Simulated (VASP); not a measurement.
Input of a VASP 6.6.1 run:

File INCAR:

```
ALGO = Normal
EDIFF = 1E-6
ENCUT = 500
GGA_COMPAT = F
ISIF = 2
ISMEAR = 1
LASPH = T
LCHARG = T
LELF = T
LREAL = F
LVHAR = T
LWAVE = F
NBANDS = 18
NELM = 120
PREC = Accurate
SIGMA = 0.05
```

File KPOINTS:

```
k-points
0
Gamma
  3 3 3
```

POSCAR

```
Br
1.0
    4.5976403800      0.0000000000      0.0000000000
    0.0000000000      4.5976403800      0.0000000000
    0.0000000000      0.0000000000      4.5976403800
Br
3
Direct
    0.4998709900     -0.0038268270      0.0017077394
    0.0029819356      0.5010921195     -0.0014160443
   -0.0028529256      0.0027347075      0.4997083049
```

Potentials or basis: VASP PAW LDA potentials, release 64 (Br).

Command:

```console
$ cat potpaw_LDA.64/Br/POTCAR > POTCAR
$ mpirun -np 1 vasp_std > vasp.out
```

Question: Predict the largest force.

Answer: 0.037 eV/Å.

Question: Predict the band gap on the k mesh.

Answer: Zero (an odd number of electrons rules out a gap without spin polarisation).

Question: What does it give for the pressure?

Answer: -4.7 GPa.

Forces on the atoms (eV/Å):
```
Br   0.002  0.034 -0.014
Br  -0.023 -0.017  0.010
Br   0.021 -0.016  0.005
```

Caveat: the k points lie up to 0.46 Å⁻¹ apart, too coarse for converged energies and pressures of a metal; an odd number of electrons without spin polarisation forces a metal; a magnetic or distorted state may lie lower.
